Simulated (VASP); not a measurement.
# SrCl2 (I4/mmm) in VASP: notebook

The runs below take SrCl2 through single point, with LDA.

Program: VASP 6.6.1. These are calculated values, not measurements. Logs are shortened: lines on timing, memory, paths and dates and some standing lists are left out, and cuts for length are marked.

## Step 1: The cell of the first run

It takes space group I4/mmm (No. 139, tetragonal). Conventional cell: a = 4.929 Å, b = 4.929 Å, c = 7.110 Å, α = 90.00°, β = 90.00°, γ = 90.00°. Within 4.0 Å of Sr (site symmetry 4/mmm) lie 8 Cl at 3.04 Å. Cl (site symmetry -4m2) has 4 Sr at 3.04 Å and 6 Cl at 3.49 to 3.56 Å within 4.0 Å.

## Step 2: Single point, LDA (zz strain of +2 %)

The input, INCAR:

```
SYSTEM = SrCl2
ALGO = Normal
EDIFF = 1E-6
ENCUT = 520
GGA = CA
ISIF = 2
ISMEAR = -1
LASPH = .TRUE.
LCHARG = .FALSE.
LREAL = .FALSE.
LWAVE = .FALSE.
NBANDS = 19
NELM = 100
PREC = Accurate
SIGMA = 0.01
```

The input, KPOINTS:

```
k-points
0
G
  8 8 8
  0 0 0
```

The input, POSCAR:

```
SrCl2
1.0
    0.0000000000      3.4855000000      3.5552100000
    3.4855000000      0.0000000000      3.5552100000
    3.4855000000      3.4855000000      0.0000000000
Sr Cl
1 2
Direct
    0.0000000000      0.0000000000      0.0000000000
    0.2500000000      0.2500000000      0.2500000000
    0.7500000000      0.7500000000      0.7500000000
```

Potentials or basis: VASP PAW LDA potentials, release 64 (Sr_sv, Cl).

Run with:

```console
> cat potpaw_LDA.64/Sr_sv/POTCAR potpaw_LDA.64/Cl/POTCAR > POTCAR
> mpirun -np 1 vasp_std > vasp.out
```

OUTCAR:

```text
SYSTEM = SrCl2
   EDIFF = 1E-6
   ENCUT = 520
   GGA = CA
   ISIF = 2
   ISMEAR = -1
   LASPH = .TRUE.
   LREAL = .FALSE.
   NELM = 100
   PREC = Accurate

 ion  position               nearest neighbor table
   1  0.000  0.000  0.000-   3 3.04   3 3.04   3 3.04   2 3.04   3 3.04   2 3.04   2 3.04   2 3.04

   2  0.250  0.250  0.250-   1 3.04   1 3.04   1 3.04   1 3.04
   3  0.750  0.750  0.750-   1 3.04   1 3.04   1 3.04   1 3.04

  LATTYP: Found a body centered tetragonal cell.
 ALAT       =     4.9292413717
 C/A-ratio  =     1.4424978336

  Lattice vectors:

 A1 = (  -3.4855000000,   0.0000000000,   3.5552100000)
 A2 = (   3.4855000000,   0.0000000000,   3.5552100000)
 A3 = (   0.0000000000,   3.4855000000,  -3.5552100000)

Analysis of symmetry for initial positions (statically):
=====================================================================
 Subroutine PRICEL returns:
 Original cell was already a primitive cell.

 Routine SETGRP: Setting up the symmetry group for a
 body centered tetragonal supercell.

 Subroutine GETGRP returns: Found 16 space group operations
 (whereof 16 operations were pure point group operations)
 out of a pool of 16 trial point group operations.

The static configuration has the point symmetry D_4h.

Analysis of symmetry for dynamics (positions and initial velocities):
=====================================================================
 Subroutine PRICEL returns:
 Original cell was already a primitive cell.

 Routine SETGRP: Setting up the symmetry group for a
 body centered tetragonal supercell.

 Subroutine GETGRP returns: Found 16 space group operations
 (whereof 16 operations were pure point group operations)
 out of a pool of 16 trial point group operations.

The dynamic configuration has the point symmetry D_4h.

 Subroutine INISYM returns: Found 16 space group operations
 (whereof 16 operations are pure point group operations),
 and found     1 'primitive' translations

----------------------------------------------------------------------------------------

                                     Primitive cell

  volume of cell :      86.3824

  direct lattice vectors                    reciprocal lattice vectors
     0.000000000  3.485500000  3.555210000    -0.143451442  0.143451442  0.140638668
     3.485500000  0.000000000  3.555210000     0.143451442 -0.143451442  0.140638668
     3.485500000  3.485500000  0.000000000     0.143451442  0.143451442 -0.140638668

  length of vectors
     4.978777801  4.978777801  4.929241372     0.246851914  0.246851914  0.246851914

  position of ions in fractional coordinates (direct lattice)
     0.000000000  0.000000000  0.000000000
     0.250000000  0.250000000  0.250000000
     0.750000000  0.750000000  0.750000000

  ion indices of the primitive-cell ions
   primitive index   ion index
                 1           1
                 2           2
                 3           3

----------------------------------------------------------------------------------------

 KPOINTS: k-points

Automatic generation of k-mesh.
 Grid dimensions read from file:
 generate k-points for:    8    8    8

 Generating k-lattice:

  Cartesian coordinates                     Fractional coordinates (reciprocal lattice)
    -0.017931430  0.017931430  0.017579834     0.125000000  0.000000000  0.000000000
     0.017931430 -0.017931430  0.017579834     0.000000000  0.125000000  0.000000000
     0.017931430  0.017931430 -0.017579834    -0.000000000 -0.000000000  0.125000000

  Length of vectors
     0.030856489  0.030856489  0.030856489

  Shift w.r.t. Gamma in fractional coordinates (k-lattice)
     0.000000000  0.000000000  0.000000000

 Subroutine IBZKPT returns following result:
 ===========================================

 Found     59 irreducible k-points:

 Following reciprocal coordinates:
            Coordinates               Weight
  0.000000  0.000000  0.000000      1.000000
  0.125000  0.000000  0.000000      8.000000
  0.250000  0.000000  0.000000      8.000000
  0.375000  0.000000  0.000000      8.000000
  0.500000  0.000000  0.000000      4.000000
  0.125000  0.125000  0.000000      2.000000
[... 16 lines left out ...]
  0.250000  0.000000  0.125000     16.000000
  0.375000  0.000000  0.125000     16.000000
 [... further k-points ...]
   k-points           NKPTS =     59   k-points in BZ     NKDIM =     59   number of bands    NBANDS=     19
   number of dos      NEDOS =    301   number of ions     NIONS =      3
   total plane-waves  NPLWV =  64000
   dimension x,y,z NGX =    40 NGY =   40 NGZ =   40
   dimension x,y,z NGXF=    80 NGYF=   80 NGZF=   80
   ions per type =               1   2
   NGX,Y,Z   is equivalent  to a cutoff of  13.36, 13.36, 13.49 a.u.
   NGXF,Y,Z  is equivalent  to a cutoff of  26.71, 26.71, 26.98 a.u.
 SYSTEM =  SrCl2
   PREC   = accura    normal or accurate (medium, high low for compatibility)
   ISTART =      0    job   : 0-new  1-cont  2-samecut
[... 41 lines left out ...]
 maximum number of plane-waves:      2339
 NGX is ok and might be reduce to    40
   NGX = 19   NGY = 19   NGZ = 19

 number of electron      23.9999998 magnetization

 Free energy of the ion-electron system (eV)
  ---------------------------------------------------
  ext. energy  EPLUGINS =         0.00000000
  ---------------------------------------------------
  free energy    TOTEN  =       -13.99493267 eV

  energy without entropy =      -13.99493267  energy(sigma->0) =      -13.99493267

 E-fermi :   0.1915     XC(G=0):  -8.7263

 val. band max:       -0.1111055976   @ k =   0.5000   0.0000   0.5000
 cond. band min:       4.6585865024   @ k =   0.0000   0.0000   0.0000
 fundamental gap:      4.7696921000
 Fermi energy:         0.1915396473

 k-point     1 :       0.0000    0.0000    0.0000
  band No.  band energies     occupation
      1     -32.9038      2.00000
      2     -14.9982      2.00000
      3     -14.9982      2.00000
      4     -14.9936      2.00000
      5     -13.3348      2.00000
      6     -12.4856      2.00000
[... 11 lines left out ...]
     18       8.5467      0.00000
     19       8.9283      0.00000

 k-point     2 :       0.1250    0.0000    0.0000
  band No.  band energies     occupation
      1     -32.9034      2.00000
      2     -15.0462      2.00000
      3     -15.0001      2.00000
      4     -14.9972      2.00000
      5     -13.2478      2.00000
      6     -12.5199      2.00000
[... 11 lines left out ...]
     18       8.3914      0.00000
     19       9.1825      0.00000

 k-point     3 :       0.2500    0.0000    0.0000
  band No.  band energies     occupation
      1     -32.9023      2.00000
      2     -15.1482      2.00000
      3     -15.0046      2.00000
      4     -15.0024      2.00000
      5     -13.0666      2.00000
      6     -12.5867      2.00000
[... 11 lines left out ...]
     18       8.2341      0.00000
     19       9.0819      0.00000

 k-point     4 :       0.3750    0.0000    0.0000
  band No.  band energies     occupation
      1     -32.9012      2.00000
      2     -15.2332      2.00000
      3     -15.0090      2.00000
      4     -15.0075      2.00000
      5     -12.9513      2.00000
      6     -12.5984      2.00000
[... 11 lines left out ...]
     18       8.2087      0.00000
     19       8.2665      0.00000

 k-point     5 :       0.5000    0.0000    0.0000
  band No.  band energies     occupation
      1     -32.9008      2.00000
      2     -15.2647      2.00000
      3     -15.0109      2.00000
      4     -15.0096      2.00000
      5     -12.9353      2.00000
      6     -12.5733      2.00000
[... 11 lines left out ...]
     18       8.2349      0.00000
     19       8.2415      0.00000
[... 334 lines left out ...]
      2     -15.3272      2.00000
      3     -15.0292      2.00000
      4     -15.0292      2.00000
      5     -12.7588      2.00000
      6     -12.6114      2.00000
[... 11 lines left out ...]
     18       8.0696      0.00000
     19       9.2027      0.00000

 k-point    22 :       0.1250    0.0000    0.1250
  band No.  band energies     occupation
      1     -32.9032      2.00000
      2     -15.0588      2.00000
      3     -15.0034      2.00000
      4     -14.9982      2.00000
      5     -13.2168      2.00000
      6     -12.5346      2.00000
[... 11 lines left out ...]
     18       8.2920      0.00000
     19       8.7355      0.00000

 k-point    23 :       0.2500    0.0000    0.1250
  band No.  band energies     occupation
      1     -32.9023      2.00000
      2     -15.1349      2.00000
      3     -15.0112      2.00000
      4     -15.0052      2.00000
      5     -13.0610      2.00000
      6     -12.5970      2.00000
[... 11 lines left out ...]
     18       8.3954      0.00000
     19       8.8247      0.00000

 k-point    24 :       0.3750    0.0000    0.1250
  band No.  band energies     occupation
      1     -32.9013      2.00000
      2     -15.2113      2.00000
      3     -15.0278      2.00000
      4     -15.0111      2.00000
      5     -12.9163      2.00000
      6     -12.6331      2.00000
[... 11 lines left out ...]
     18       8.1301      0.00000
     19       8.8765      0.00000

 [... further k-points ...]
[... 5 lines left out ...]
  --------------------------------------------------------------------------------------
  -------------------------------------------------------------------------------------
  Total       -1.5793561     -1.5793561     -2.0935229      0.0000000      0.0000000      0.0000000
  in kB      -29.2930912    -29.2930912    -38.8295955      0.0000000      0.0000000      0.0000000
  external PRESSURE =     -32.4719260 kB  Pullay stress =       0.0000000 kB

 VOLUME and BASIS-vectors are now :
 -----------------------------------------------------------------------------
  energy-cutoff  :      520.00
  volume of cell :       86.38
      direct lattice vectors                 reciprocal lattice vectors
     0.000000000  3.485500000  3.555210000    -0.143451442  0.143451442  0.140638668
     3.485500000  0.000000000  3.555210000     0.143451442 -0.143451442  0.140638668
     3.485500000  3.485500000  0.000000000     0.143451442  0.143451442 -0.140638668

 POSITION                                       TOTAL-FORCE (eV/Angst)
 -----------------------------------------------------------------------------------
      0.00000      0.00000      0.00000         0.000000      0.000000      0.000000
      1.74275      1.74275      1.77761         0.000000      0.000000      0.000000
      5.22825      5.22825      5.33282        -0.000000     -0.000000     -0.000000
 -----------------------------------------------------------------------------------
    total drift:                               -0.000000     -0.000000      0.000000

  FREE ENERGIE OF THE ION-ELECTRON SYSTEM (eV)
  ---------------------------------------------------
  free  energy   TOTEN  =       -13.9949326750 eV

  energy  without entropy=      -13.9949326750  energy(sigma->0) =      -13.99493267
```

Run time: 63 s. Hardware: 1 thread of Intel Xeon Platinum 8559C (Emerald Rapids), shared host; peak memory 0.25 GiB.

Results:

```
Free energy            : -13.9949 eV
Pressure               : -3.2 GPa
Band gap on the k mesh : 4.77 eV, indirect (least direct gap 5.10 eV)
```

Stress tensor (GPa, compression positive):
```
-2.93  0.00  0.00
 0.00 -2.93  0.00
 0.00  0.00 -3.88
```

Caveat: the cell differs from its parent crystal (zz strain of +2 %). A k mesh can miss the band edges.

## Step 3: Single point, LDA (equal xx and yy strain of -2 %)

The input, INCAR:

```
SYSTEM = SrCl2
PREC = Accurate
ENCUT = 520
EDIFF = 1E-7
ISMEAR = -1
SIGMA = 0.01
LREAL = .FALSE.
LASPH = .TRUE.
NELM = 80
ALGO = Normal
ISIF = 2
LWAVE = .FALSE.
LCHARG = .FALSE.
GGA = CA
NBANDS = 19
```

The input, KPOINTS:

```
regular mesh
0
G
  8 8 8
  0 0 0
```

The input, POSCAR:

```
SrCl2
1.0
    0.0000000000      3.4157900000      3.4855000000
    3.4157900000      0.0000000000      3.4855000000
    3.4157900000      3.4157900000      0.0000000000
Sr Cl
1 2
Direct
    0.0000000000      0.0000000000      0.0000000000
    0.2500000000      0.2500000000      0.2500000000
    0.7500000000      0.7500000000      0.7500000000
```

Potentials or basis: VASP PAW LDA potentials, release 64 (Sr_sv, Cl).

Run with:

```console
> cat potpaw_LDA.64/Sr_sv/POTCAR potpaw_LDA.64/Cl/POTCAR > POTCAR
> mpirun -np 1 vasp_std > vasp.out
```

It took 27 s on 1 thread of Intel Xeon 6975P-C (Granite Rapids), shared host; peak memory 0.22 GiB.

It converged, with:

| Item | Value |
| --- | --- |
| Free energy | -14.0657 eV |
| Pressure | -1.2 GPa |
| Band gap on the k mesh | 4.99 eV, indirect (least direct gap 5.07 eV) |

Stress tensor (GPa, compression positive):
```
-0.88  0.00  0.00
 0.00 -0.88  0.00
 0.00  0.00 -1.95
```

Levels at points of the mesh, in eV from the valence-band top:
| k point | band 8 | band 9 | band 10 | band 11 | band 12 | band 13 | band 14 | band 15 | band 16 | band 17 |
| --- | --- | --- | --- | --- | --- | --- | --- | --- | --- | --- |
| (0.00, 0.00, 0.00) | -2.42 | -2.35 | -0.52 | -0.36 | -0.36 | 4.99 | 5.69 | 5.82 | 8.67 | 8.76 |
| (0.50, 0.00, 0.00) | -1.78 | -1.69 | -1.50 | -1.19 | -1.18 | 6.40 | 6.44 | 7.39 | 7.45 | 8.60 |
| (0.50, 0.50, 0.00) | -2.08 | -2.08 | -0.47 | -0.47 | -0.13 | 5.08 | 6.77 | 7.41 | 7.84 | 7.84 |
| (0.50, 0.00, 0.50) | -2.12 | -2.03 | -0.61 | -0.42 | 0.00 | 5.07 | 6.93 | 7.40 | 7.94 | 7.99 |

Caveat: the cell differs from its parent crystal (equal xx and yy strain of -2 %).

## Step 4: Single point, LDA (equal xx and yy strain of -1 %)

Edit INCAR of step 3 so:

```diff
@@ -3,3 +3,3 @@
 ENCUT = 520
-EDIFF = 1E-7
+EDIFF = 1E-6
 ISMEAR = -1
```

KPOINTS is that of step 3.

The input, POSCAR:

```
SrCl2
1.0
    0.0000000000      3.4506450000      3.4855000000
    3.4506450000      0.0000000000      3.4855000000
    3.4506450000      3.4506450000      0.0000000000
Sr Cl
1 2
Direct
    0.0000000000      0.0000000000      0.0000000000
    0.2500000000      0.2500000000      0.2500000000
    0.7500000000      0.7500000000      0.7500000000
```

Run with:

```console
> cat potpaw_LDA.64/Sr_sv/POTCAR potpaw_LDA.64/Cl/POTCAR > POTCAR
> mpirun -np 1 vasp_std > vasp.out
```

Run time: 25 s. Hardware: 1 thread of Intel Xeon 6975P-C (Granite Rapids), shared host; peak memory 0.22 GiB.

It converged, with:

```
Free energy            : -14.0521 eV
Pressure               : -2.0 GPa
Band gap on the k mesh : 4.95 eV, indirect (least direct gap 5.11 eV)
```

Stress tensor (GPa, compression positive):
```
-1.81  0.00  0.00
 0.00 -1.81  0.00
 0.00  0.00 -2.33
```

Levels at points of the mesh, in eV from the valence-band top:
```
           k point  band 9  band 10  band 11  band 12  band 13  band 14  band 15  band 16
(0.00, 0.00, 0.00)   -2.28    -0.43    -0.35    -0.35     4.95     5.75     5.82     8.69
(0.50, 0.00, 0.00)   -1.63    -1.44    -1.13    -1.13     6.43     6.44     7.35     7.45
(0.50, 0.50, 0.00)   -2.01    -0.44    -0.44    -0.06     5.12     6.79     7.38     7.85
(0.50, 0.00, 0.50)   -1.98    -0.51    -0.42     0.00     5.11     6.87     7.38     7.89
```

Caveat: the cell differs from its parent crystal (equal xx and yy strain of -1 %). A k mesh can miss the band edges.

## Step 5: Single point, LDA (equal xx and yy strain of +1 %)

The input, INCAR:

```
PREC = Accurate
ENCUT = 520
EDIFF = 1E-7
ISMEAR = -1
SIGMA = 0.01
LREAL = F
LASPH = T
NELM = 100
ALGO = Normal
ISIF = 2
LWAVE = F
LCHARG = T
GGA = CA
LELF = T
LVHAR = T
NBANDS = 19
```

The input, KPOINTS:

```
regular mesh
0
Gamma
  8 8 8
```

The input, POSCAR:

```
SrCl2
1.0
    0.0000000000      3.5203550000      3.4855000000
    3.5203550000      0.0000000000      3.4855000000
    3.5203550000      3.5203550000      0.0000000000
Sr Cl
1 2
Direct
    0.0000000000      0.0000000000      0.0000000000
    0.2500000000      0.2500000000      0.2500000000
    0.7500000000      0.7500000000      0.7500000000
```

Run with:

```console
> cat potpaw_LDA.64/Sr_sv/POTCAR potpaw_LDA.64/Cl/POTCAR > POTCAR
> mpirun -np 1 vasp_std > vasp.out
```

Run time: 39 s. Hardware: 1 thread of Intel Xeon 6975P-C (Granite Rapids), shared host; peak memory 0.24 GiB.

It converged, with:

* Free energy: -13.9973 eV
* Pressure: -3.2 GPa
* Band gap on the k mesh: 4.78 eV, indirect (least direct gap 5.11 eV)

Stress tensor (GPa, compression positive):
```
-3.41  0.00  0.00
 0.00 -3.41  0.00
 0.00  0.00 -2.93
```

Levels at points of the mesh, in eV from the valence-band top:
| k point | band 9 | band 10 | band 11 | band 12 | band 13 | band 14 | band 15 | band 16 |
| --- | --- | --- | --- | --- | --- | --- | --- | --- |
| (0.00, 0.00, 0.00) | -2.16 | -0.41 | -0.41 | -0.33 | 4.78 | 5.75 | 5.82 | 8.62 |
| (0.50, 0.00, 0.00) | -1.57 | -1.38 | -1.10 | -1.09 | 6.38 | 6.39 | 7.19 | 7.38 |
| (0.50, 0.50, 0.00) | -1.93 | -0.46 | -0.46 | 0.00 | 5.12 | 6.77 | 7.27 | 7.78 |
| (0.50, 0.00, 0.50) | -1.91 | -0.48 | -0.40 | -0.06 | 5.12 | 6.70 | 7.27 | 7.72 |

Caveat: the cell differs from its parent crystal (equal xx and yy strain of +1 %). A k mesh can miss the band edges.

## Step 6: Single point, LDA (equal xx and yy strain of +2 %)

The input, INCAR:

```
SYSTEM = SrCl2
PREC = Accurate
ENCUT = 520
EDIFF = 1E-6
ISMEAR = -1
SIGMA = 0.01
LREAL = .FALSE.
LASPH = .TRUE.
NELM = 100
ALGO = Normal
ISIF = 2
LWAVE = .FALSE.
LCHARG = .FALSE.
NBANDS = 19
```

The input, KPOINTS:

```
Automatic mesh
0
G
  8 8 8
  0 0 0
```

The input, POSCAR:

```
SrCl2
1.0
    0.0000000000      3.5552100000      3.4855000000
    3.5552100000      0.0000000000      3.4855000000
    3.5552100000      3.5552100000      0.0000000000
Sr Cl
1 2
Direct
    0.0000000000      0.0000000000      0.0000000000
    0.2500000000      0.2500000000      0.2500000000
    0.7500000000      0.7500000000      0.7500000000
```

Potentials or basis: VASP PAW LDA potentials, release 64 (Sr_sv, Cl).

Run with:

```console
> cat potpaw_LDA.64/Sr_sv/POTCAR potpaw_LDA.64/Cl/POTCAR > POTCAR
> mpirun -np 1 vasp_std > vasp.out
```

Run time: 34 s. Hardware: 1 thread of Intel Xeon 6975P-C (Granite Rapids), shared host; peak memory 0.25 GiB.

The run converged. Its results:

```
Free energy            : -13.9575 eV
Pressure               : -3.8 GPa
Band gap on the k mesh : 4.66 eV, indirect (least direct gap 4.97 eV)
```

Stress tensor (GPa, compression positive):
```
-4.10  0.00  0.00
 0.00 -4.10  0.00
 0.00  0.00 -3.16
```

Levels at points of the mesh, in eV from the valence-band top:
| k point | band 10 | band 11 | band 12 | band 13 | band 14 | band 15 |
| --- | --- | --- | --- | --- | --- | --- |
| (0.00, 0.00, 0.00) | -0.46 | -0.46 | -0.31 | 4.66 | 5.69 | 5.82 |
| (0.50, 0.00, 0.00) | -1.39 | -1.12 | -1.10 | 6.31 | 6.34 | 7.08 |
| (0.50, 0.50, 0.00) | -0.50 | -0.50 | 0.00 | 5.08 | 6.72 | 7.18 |
| (0.50, 0.00, 0.50) | -0.54 | -0.37 | -0.12 | 5.09 | 6.58 | 7.19 |

Caveat: the cell differs from its parent crystal (equal xx and yy strain of +2 %). A k mesh can miss the band edges.

## Step 7: Summary

| cell | gap on the mesh (eV) | pressure (GPa) |
| --- | --- | --- |
| a = 4.979, b = 4.979, c = 4.929 Å, angles 60.3, 60.3, 59.3°, 3 atoms | 4.77 | -3.2 |
| a = 4.880, b = 4.880, c = 4.831 Å, angles 60.3, 60.3, 59.3°, 3 atoms | 4.99 | -1.2 |
| a = 4.905, b = 4.905, c = 4.880 Å, angles 60.2, 60.2, 59.7°, 3 atoms | 4.95 | -2.0 |
| a = 4.954, b = 4.954, c = 4.979 Å, angles 59.8, 59.8, 60.3°, 3 atoms | 4.78 | -3.2 |
| a = 4.979, b = 4.979, c = 5.028 Å, angles 59.7, 59.7, 60.7°, 3 atoms | 4.66 | -3.8 |

Alike in all rows: task single point; level LDA; potentials or basis VASP PAW LDA potentials, release 64 (Sr_sv, Cl); no spin polarisation; k mesh 8 × 8 × 8; cutoff (eV) 520; smearing fermi-dirac 0.01 eV.

Total energies depend on the potentials used, so only differences within one code and one set of settings carry meaning.
